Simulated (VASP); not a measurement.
# MgO (Periclase) (Fm-3m) in VASP: further runs

MgO (Periclase) is run at these levels: PBEsol; tasks: single point, relaxation of cell and atoms.

Program: VASP 6.6.1. These are calculated values, not measurements. Logs are shortened: lines on timing, memory, paths and dates and some standing lists are left out, and cuts for length are marked.

**1. The cell of the first run**

It takes space group Fm-3m (No. 225, cubic). The conventional cell has a = 3.495 Å, b = 3.495 Å, c = 3.495 Å, α = 90.00°, β = 90.00°, γ = 90.00°. Within 2.3 Å of Mg (site symmetry m-3m) lie 6 O at 1.75 Å. O (site symmetry m-3m) has 6 Mg at 1.75 Å within 2.3 Å.

**2. Single point, PBEsol**

Input file INCAR:

```
SYSTEM = MgO
  PREC = Accurate
  ENCUT = 520
  EDIFF = 1E-6
  ISMEAR = 0
  SIGMA = 0.01
  LREAL = .False.
  LASPH = .True.
  NELM = 100
  ALGO = Normal
  ISIF = 2
  LWAVE = .False.
  LCHARG = .True.
  GGA = PS
  LELF = .True.
  LVHAR = .True.
  NBANDS = 11
```

Input file KPOINTS:

```
regular mesh
0
Gamma
  12 12 12
  0 0 0
```

Input file POSCAR:

```
MgO
1.0
    0.0000000000      1.7477323446      1.7477323446
    1.7477323446      0.0000000000      1.7477323446
    1.7477323446      1.7477323446      0.0000000000
Mg O
1 1
Direct
    0.0000000000      0.0000000000      0.0000000000
    0.5000000000      0.5000000000      0.5000000000
```

Potentials or basis: VASP PAW PBE potentials, release 64 (Mg, O).

Run with:

```bash
cat potpaw_PBE.64/Mg/POTCAR potpaw_PBE.64/O/POTCAR > POTCAR
mpirun -np 1 vasp_std > vasp.out
```

OUTCAR:

```text
SYSTEM = MgO
   PREC = Accurate
   ENCUT = 520
   EDIFF = 1E-6
   ISMEAR = 0
   LREAL = .False.
   LASPH = .True.
   NELM = 100
   ISIF = 2
   GGA = PS

 ion  position               nearest neighbor table
   1  0.000  0.000  0.000-   2 1.75   2 1.75   2 1.75   2 1.75   2 1.75   2 1.75
   2  0.500  0.500  0.500-   1 1.75   1 1.75   1 1.75   1 1.75   1 1.75   1 1.75

  LATTYP: Found a face centered cubic cell.
 ALAT       =     3.4954646892

  Lattice vectors:

 A1 = (   0.0000000000,   1.7477323446,   1.7477323446)
 A2 = (   1.7477323446,   0.0000000000,   1.7477323446)
 A3 = (   1.7477323446,   1.7477323446,   0.0000000000)

Analysis of symmetry for initial positions (statically):
=====================================================================
 Subroutine PRICEL returns:
 Original cell was already a primitive cell.

 Routine SETGRP: Setting up the symmetry group for a
 face centered cubic supercell.

 Subroutine GETGRP returns: Found 48 space group operations
 (whereof 48 operations were pure point group operations)
 out of a pool of 48 trial point group operations.

The static configuration has the point symmetry O_h .

Analysis of symmetry for dynamics (positions and initial velocities):
=====================================================================
 Subroutine PRICEL returns:
 Original cell was already a primitive cell.

 Routine SETGRP: Setting up the symmetry group for a
 face centered cubic supercell.

 Subroutine GETGRP returns: Found 48 space group operations
 (whereof 48 operations were pure point group operations)
 out of a pool of 48 trial point group operations.

The dynamic configuration has the point symmetry O_h .

 Subroutine INISYM returns: Found 48 space group operations
 (whereof 48 operations are pure point group operations),
 and found     1 'primitive' translations

----------------------------------------------------------------------------------------

                                     Primitive cell

  volume of cell :      10.6771

  direct lattice vectors                    reciprocal lattice vectors
     0.000000000  1.747732345  1.747732345    -0.286084996  0.286084996  0.286084996
     1.747732345  0.000000000  1.747732345     0.286084996 -0.286084996  0.286084996
     1.747732345  1.747732345  0.000000000     0.286084996  0.286084996 -0.286084996

  length of vectors
     2.471666785  2.471666785  2.471666785     0.495513748  0.495513748  0.495513748

  position of ions in fractional coordinates (direct lattice)
     0.000000000  0.000000000  0.000000000
     0.500000000  0.500000000  0.500000000

  ion indices of the primitive-cell ions
   primitive index   ion index
                 1           1
                 2           2

----------------------------------------------------------------------------------------

 KPOINTS: regular mesh

Automatic generation of k-mesh.
 Grid dimensions read from file:
 generate k-points for:   12   12   12

 Generating k-lattice:

  Cartesian coordinates                     Fractional coordinates (reciprocal lattice)
    -0.023840416  0.023840416  0.023840416     0.083333333  0.000000000  0.000000000
     0.023840416 -0.023840416  0.023840416     0.000000000  0.083333333  0.000000000
     0.023840416  0.023840416 -0.023840416     0.000000000  0.000000000  0.083333333

  Length of vectors
     0.041292812  0.041292812  0.041292812

  Shift w.r.t. Gamma in fractional coordinates (k-lattice)
     0.000000000  0.000000000  0.000000000

 Subroutine IBZKPT returns following result:
 ===========================================

 Found     72 irreducible k-points:

 Following reciprocal coordinates:
            Coordinates               Weight
  0.000000  0.000000  0.000000      1.000000
  0.083333  0.000000  0.000000      8.000000
  0.166667  0.000000  0.000000      8.000000
  0.250000  0.000000  0.000000      8.000000
  0.333333  0.000000  0.000000      8.000000
  0.416667  0.000000  0.000000      8.000000
[... 16 lines left out ...]
  0.500000  0.166667  0.000000     24.000000
 -0.416667  0.166667  0.000000     24.000000
 [... further k-points ...]
   k-points           NKPTS =     72   k-points in BZ     NKDIM =     72   number of bands    NBANDS=     11
   number of dos      NEDOS =    301   number of ions     NIONS =      2
   total plane-waves  NPLWV =   5832
   dimension x,y,z NGX =    18 NGY =   18 NGZ =   18
   dimension x,y,z NGXF=    36 NGYF=   36 NGZF=   36
   ions per type =               1   1
   NGX,Y,Z   is equivalent  to a cutoff of  12.11, 12.11, 12.11 a.u.
   NGXF,Y,Z  is equivalent  to a cutoff of  24.21, 24.21, 24.21 a.u.
 SYSTEM =  MgO
   PREC   = accura    normal or accurate (medium, high low for compatibility)
   ISTART =      0    job   : 0-new  1-cont  2-samecut
   ICHARG =      2    charge: 1-file 2-atom 10-const
   ISPIN  =      1    spin polarized calculation?
   LNONCOLLINEAR =      F non collinear calculations
   LSORBIT =      F    spin-orbit coupling
   LASPH  =      T    aspherical Exc in radial PAW
   ENCUT  =  520.0 eV  38.22 Ry    6.18 a.u.   4.60  4.60  4.60*2*pi/ulx,y,z
   NELM   =    100;   NELMIN=  2; NELMDL= -5     # of ELM steps
   EDIFF  = 0.1E-05   stopping-criterion for ELM
   LREAL  =      F    real-space projection
   EDIFFG = 0.1E-04   stopping-criterion for IOM
   NSW    =      0    number of steps for IOM
   IBRION =     -1    ionic relax: 0-MD 1-quasi-New 2-CG
   NFREE  =      0    steps in history (QN), initial steepest desc. (CG)
   ISIF   =      2    stress and relaxation
   ISYM   =      2    0-nonsym 1-usesym 2-fastsym
   POTIM  = 0.5000    time-step for ionic-motion
   TEBEG  =    0.0;   TEEND  =   0.0 temperature during run
   PSTRESS=    0.0 pullay stress
   NELECT =       8.0000    total number of electrons
   NUPDOWN=      -1.0000    fix difference up-down
   EMIN   =  10.00;   EMAX   =-10.00  energy-range for DOS
   EFERMI =   0.00;   METHOD = LEGACY
   ISMEAR =     0;   SIGMA  =   0.01  broadening in eV -4-tet -1-fermi 0-gaus
   EFERMI_NEDOS =   21; number of points for ismear=-14 and -15
   IALGO  =     38    algorithm
   IMIX   =      4    mixing-type and parameters
     AMIX     =   0.40;   BMIX     =  1.00
     AMIX_MAG =   1.60;   BMIX_MAG =  1.00
  volume/ion in A,a.u.               =       5.34        36.03
  Fermi-wavevector in a.u.,A,eV,Ry     =   1.486916  2.809865 30.081401  2.210921
  Thomas-Fermi vector in A             =   2.600143
   LORBIT       =      0    0 simple, 1 ext, 2 COOP (PROOUT), +10 PAW based schemes
   GGA     = PS    functional components
   LHFCALC =     F    Hartree Fock is set to
   AEXX    =    0.0000 exact exchange contribution
   IVDW    =     0    specifies the selected vdW correction
   LEPSILON=     F    determine dielectric tensor
   LRPA    =     F    only Hartree local field effects (RPA)
 non-spin polarized calculation
 Gauss-broadening in eV      SIGMA  =   0.01
  energy-cutoff  :      520.00
  volume of cell :       10.68
 maximum number of plane-waves:       302
   NGX =  9   NGY =  9   NGZ =  9

 number of electron       7.9999993 magnetization

 Free energy of the ion-electron system (eV)
  ---------------------------------------------------
  ext. energy  EPLUGINS =         0.00000000
  ---------------------------------------------------
  free energy    TOTEN  =        -8.06394315 eV

  energy without entropy =       -8.06394315  energy(sigma->0) =       -8.06394315

 E-fermi :   8.9459     XC(G=0): -14.3183

 val. band max:        8.8360377512   @ k =   0.0000   0.0000   0.0000
 cond. band min:      17.5454725777   @ k =   0.5000   0.5000   0.0000
 fundamental gap:      8.7094348264
 Fermi energy:         8.9459059470

 k-point     1 :       0.0000    0.0000    0.0000
  band No.  band energies     occupation
      1     -12.2854      2.00000
      2       8.8360      2.00000
      3       8.8360      2.00000
      4       8.8360      2.00000
      5      21.1122      0.00000
      6      27.3107      0.00000
      7      27.3107      0.00000
      8      27.3107      0.00000
      9      32.9249      0.00000
     10      35.6761      0.00000
     11      35.6761      0.00000

 k-point     2 :       0.0833    0.0000    0.0000
  band No.  band energies     occupation
      1     -12.1150      2.00000
      2       8.2401      2.00000
      3       8.7056      2.00000
      4       8.7056      2.00000
      5      21.4945      0.00000
      6      26.1782      0.00000
      7      27.6507      0.00000
      8      27.6507      0.00000
      9      34.9394      0.00000
     10      35.6170      0.00000
     11      35.6170      0.00000

 k-point     3 :       0.1667    0.0000    0.0000
  band No.  band energies     occupation
      1     -11.6226      2.00000
      2       6.7277      2.00000
      3       8.3636      2.00000
      4       8.3636      2.00000
      5      22.0680      0.00000
      6      25.0523      0.00000
      7      28.5745      0.00000
      8      28.5745      0.00000
      9      35.5668      0.00000
     10      35.5668      0.00000
     11      38.7377      0.00000

 k-point     4 :       0.2500    0.0000    0.0000
  band No.  band energies     occupation
      1     -10.8704      2.00000
      2       4.8104      2.00000
      3       7.9262      2.00000
      4       7.9262      2.00000
      5      21.7245      0.00000
      6      25.6260      0.00000
      7      29.7849      0.00000
      8      29.7849      0.00000
      9      35.8312      0.00000
     10      35.8312      0.00000
     11      41.4329      0.00000

 k-point     5 :       0.3333    0.0000    0.0000
  band No.  band energies     occupation
      1      -9.9853      2.00000
      2       2.9345      2.00000
      3       7.5176      2.00000
      4       7.5176      2.00000
      5      21.1224      0.00000
      6      26.9017      0.00000
      7      30.8143      0.00000
      8      30.8143      0.00000
      9      36.7454      0.00000
     10      36.7454      0.00000
     11      41.2794      0.00000
[... 211 lines left out ...]
 k-point    21 :       0.3333    0.1667    0.0000
  band No.  band energies     occupation
      1     -10.1823      2.00000
      2       3.9924      2.00000
      3       7.0152      2.00000
      4       7.4043      2.00000
      5      21.4912      0.00000
      6      24.7618      0.00000
      7      31.0797      0.00000
      8      32.1941      0.00000
      9      33.7814      0.00000
     10      38.5184      0.00000
     11      44.5695      0.00000

 k-point    22 :       0.4167    0.1667    0.0000
  band No.  band energies     occupation
      1      -9.4150      2.00000
      2       2.6651      2.00000
      3       6.3900      2.00000
      4       7.1227      2.00000
      5      21.5252      0.00000
      6      25.8163      0.00000
      7      30.7773      0.00000
      8      32.7621      0.00000
      9      35.2608      0.00000
     10      39.7606      0.00000
     11      44.2261      0.00000

 k-point    23 :       0.5000    0.1667    0.0000
  band No.  band energies     occupation
      1      -8.8445      2.00000
      2       1.7643      2.00000
      3       5.9475      2.00000
      4       6.9749      2.00000
      5      21.7577      0.00000
      6      26.4792      0.00000
      7      30.7449      0.00000
      8      32.9253      0.00000
      9      36.6804      0.00000
     10      40.0308      0.00000
     11      43.9201      0.00000

 k-point    24 :      -0.4167    0.1667    0.0000
  band No.  band energies     occupation
      1      -8.7421      2.00000
      2       1.6354      2.00000
      3       5.7580      2.00000
      4       6.9931      2.00000
      5      22.0652      0.00000
      6      26.5201      0.00000
      7      30.8795      0.00000
      8      32.8665      0.00000
      9      37.7129      0.00000
     10      38.2731      0.00000
     11      43.9699      0.00000

 [... further k-points ...]
[... 5 lines left out ...]
  --------------------------------------------------------------------------------------
  -------------------------------------------------------------------------------------
  Total       19.3684560     19.3684560     19.3684560      0.0000000      0.0000000     -0.0000000
  in kB     2906.3694324   2906.3694324   2906.3694324      0.0000000      0.0000000     -0.0000000
  external PRESSURE =    2906.3694324 kB  Pullay stress =       0.0000000 kB

 VOLUME and BASIS-vectors are now :
 -----------------------------------------------------------------------------
  energy-cutoff  :      520.00
  volume of cell :       10.68
      direct lattice vectors                 reciprocal lattice vectors
     0.000000000  1.747732345  1.747732345    -0.286084996  0.286084996  0.286084996
     1.747732345  0.000000000  1.747732345     0.286084996 -0.286084996  0.286084996
     1.747732345  1.747732345  0.000000000     0.286084996  0.286084996 -0.286084996

 POSITION                                       TOTAL-FORCE (eV/Angst)
 -----------------------------------------------------------------------------------
      0.00000      0.00000      0.00000        -0.000000     -0.000000     -0.000000
      1.74773      1.74773      1.74773         0.000000      0.000000      0.000000
 -----------------------------------------------------------------------------------
    total drift:                               -0.000000     -0.000000     -0.000000

  FREE ENERGIE OF THE ION-ELECTRON SYSTEM (eV)
  ---------------------------------------------------
  free  energy   TOTEN  =        -8.0639431550 eV

  energy  without entropy=       -8.0639431550  energy(sigma->0) =       -8.06394315
```

Run time: 5.1 s. Hardware: 1 thread of Intel Xeon 6975P-C (Granite Rapids), shared host; peak memory 0.12 GiB.

Results:

* Free energy: -8.0639 eV
* Pressure: 290.6 GPa
* Band gap on the k mesh: 8.71 eV, indirect (least direct gap 10.99 eV)

Caveat: the PAW data sets were made with another functional, which shifts forces and pressure a little. A k mesh can miss the band edges.

**3. Relaxation of cell and atoms, PBEsol, target pressure 280 GPa, at which the enthalpy is minimised**

Input file INCAR:

```
ALGO = Normal ; EDIFF = 1E-6
EDIFFG = -0.002 ; ENCUT = 600
GGA = PS ; IBRION = 2
ISIF = 3 ; ISMEAR = 0
LASPH = True ; LCHARG = False
LREAL = False ; LWAVE = False
NELM = 80 ; NSW = 80
PREC = Accurate ; PSTRESS = 2800.0
SIGMA = 0.01
```

Input file KPOINTS:

```
k-points
0
Gamma
  12 12 12
```

Input file POSCAR:

```
MgO
1.0
    0.0000000000      1.7482935923      1.7482935923
    1.7482935923      0.0000000000      1.7482935923
    1.7482935923      1.7482935923      0.0000000000
Mg O
1 1
Direct
    0.0000000000      0.0000000000      0.0000000000
    0.5000000000      0.5000000000      0.5000000000
```

Potentials or basis: VASP PAW PBE potentials, release 64 (Mg, O).

Run with:

```bash
cat potpaw_PBE.64/Mg/POTCAR potpaw_PBE.64/O/POTCAR > POTCAR
mpirun -np 1 vasp_std > vasp.out
```

Run time: 11 s. Hardware: 1 thread of Intel Xeon 6975P-C (Granite Rapids), shared host; peak memory 0.13 GiB.

Results (log left out):

| Item | Value |
| --- | --- |
| Free energy | -8.2421 eV |
| Relaxed volume | 5.39 Å³/atom |
| Relaxed cell | a = 2.479 Å, b = 2.479 Å, c = 2.479 Å, α = 60.00°, β = 60.00°, γ = 60.00° |
| Space group after relaxing (to 0.05 Å) | Fm-3m (No. 225) |
| Energy change on relaxing (the enthalpy is what falls) | -76.8 meV/atom |
| Ionic steps | 4 |
| Pressure after relaxing | 280.0 GPa |
| Band gap on the k mesh | 8.73 eV, indirect (least direct gap 11.00 eV) |

The path:
```csv
step,energy change (eV),largest force (eV/Å),pressure (GPa),volume (Å³)
1,0.0000,0.0000,289.07,10.69
2,-0.7865,0.0000,242.99,11.16
3,-0.1567,0.0000,279.87,10.78
4,-0.1536,0.0000,280.01,10.77
```

Final structure:
```
Mg O
1.0
     0.00000    1.75300    1.75300
     1.75300    0.00000    1.75300
     1.75300    1.75300    0.00000
Mg O
1 1
Direct
  0.00000 0.00000 0.00000
  0.50000 0.50000 0.50000
```

Levels at points of the mesh, in eV from the valence-band top:
| k point | band 1 | band 2 | band 3 | band 4 | band 5 | band 6 | band 7 | band 8 |
| --- | --- | --- | --- | --- | --- | --- | --- | --- |
| (0.00, 0.00, 0.00) | -21.04 | 0.00 | 0.00 | 0.00 | 12.11 | 18.44 | 18.44 | 18.44 |
| (0.50, 0.00, 0.00) | -17.68 | -7.82 | -1.68 | -1.68 | 11.74 | 19.35 | 22.56 | 22.56 |
| (0.50, 0.50, 0.00) | -17.42 | -6.83 | -2.27 | -2.27 | 8.73 | 17.44 | 20.04 | 29.04 |

Caveat: the cell is relaxed towards a set pressure, so the enthalpy falls and the energy may rise; the PAW data sets were made with another functional, which shifts forces and pressure a little.

**4. Single point, PBEsol**

Input file INCAR:

```
PREC = Accurate
ENCUT = 600
EDIFF = 1E-6
ISMEAR = 0
SIGMA = 0.1
LREAL = False
LASPH = True
NELM = 120
ALGO = Normal
ISIF = 2
LWAVE = False
LCHARG = False
GGA = PS
NBANDS = 11
GGA_COMPAT = False
```

Input file KPOINTS:

```
Automatic mesh
0
Gamma
  8 8 8
```

POSCAR is that of step 3.

Run with:

```bash
cat potpaw_PBE.64/Mg/POTCAR potpaw_PBE.64/O/POTCAR > POTCAR
mpirun -np 1 vasp_std > vasp.out
```

Wall time 8.5 s (1 thread of Intel Xeon 8259CL, shared host); peak memory 0.13 GiB.

It converged, with:

```
Free energy            : -8.0884 eV
Pressure               : 289.1 GPa
Band gap on the k mesh : 8.71 eV, indirect (least direct gap 11.00 eV)
```

Levels at points of the mesh, in eV from the valence-band top:
```csv
k point,band 2,band 3,band 4,band 5,band 6,band 7
"(0.00, 0.00, 0.00)",0.00,0.00,0.00,12.26,18.47,18.47
"(0.50, 0.00, 0.00)",-7.88,-1.70,-1.70,11.80,19.46,22.67
"(0.50, 0.50, 0.00)",-6.87,-2.28,-2.28,8.71,17.58,20.16
```

Caveat: the PAW data sets were made with another functional, which shifts forces and pressure a little. Expect the measured gap to be larger: semilocal functionals such as PBEsol lack the derivative discontinuity.

**5. Overview**

```tsv
task	cell	k mesh	cutoff (eV)	smearing	gap on the mesh (eV)	pressure (GPa)
single point	a = 2.472 Å, angles 60.0°, 2 atoms	12 × 12 × 12	520	gaussian 0.01 eV	8.71	290.6
relaxation of cell and atoms	relaxed to 280 GPa from a = 2.472 Å, angles 60.0°, 2 atoms	12 × 12 × 12	600	gaussian 0.01 eV	8.73	280.0
single point	a = 2.472 Å, angles 60.0°, 2 atoms	8 × 8 × 8	600	gaussian 0.1 eV	8.71	289.1
```

Alike in all rows: level PBEsol; potentials or basis VASP PAW PBE potentials, release 64 (Mg, O); no spin polarisation.

Caveats: the PAW data sets were made with another functional, which shifts forces and pressure a little; the cell is relaxed towards a set pressure, so the enthalpy falls and the energy may rise (some runs).

Absolute energies hang on the potentials; compare differences alone.
